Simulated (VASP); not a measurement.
Ta: single point with RPBE+D3(BJ)

Ta:

```xyz
2
Lattice="2.7397 0.0000 0.0000 -1.3698 2.3726 0.0000 0.0000 0.0000 4.7708" Properties=species:S:1:pos:R:3 pbc="T T T"
Ta    0.0000    1.5818    1.1927
Ta    1.3698    0.7909    3.5781
```

| Property | Result |
| --- | --- |
| Program | VASP 6.6.1 |
| Task | single point |
| Functional | RPBE |
| Dispersion | D3(BJ) |
| Potentials or basis | VASP PAW PBE potentials, release 64 (Ta_pv) |
| Cutoff | 520 eV |
| k mesh | 11 × 11 × 5 |
| Occupations | fermi-dirac, width 0.05 eV |
| Spin | no spin polarisation |

```
Pressure                   : 0.4 GPa
Band gap on the k mesh     : zero (band 11 reaches 8.80 eV, above the bottom of band 12 at 6.68 eV)
Dispersion energy per atom : -5.570 eV
```

Stress tensor (GPa, compression positive):
```
0.46 0.00 0.00
0.00 0.46 0.00
0.00 0.00 0.38
```

Levels at points of the mesh, in eV from the Fermi level:
```csv
k point,band 8,band 9,band 10,band 11,band 12,band 13,band 14,band 15
"(0.00, 0.00, 0.00)",-5.59,-0.63,0.48,0.48,0.77,1.29,1.29,3.31
```

It took 8.9 s on 1 thread of Intel(R) Xeon(R) 6975P-C (Granite Rapids), on a shared host, peak memory 0.16 GiB.

Caveat: the PAW data sets were made with another functional, which shifts forces and pressure a little; spin-orbit coupling is left out, which moves the levels of the heavy elements; pairwise dispersion overbinds metals, which lowers pressure and volume.
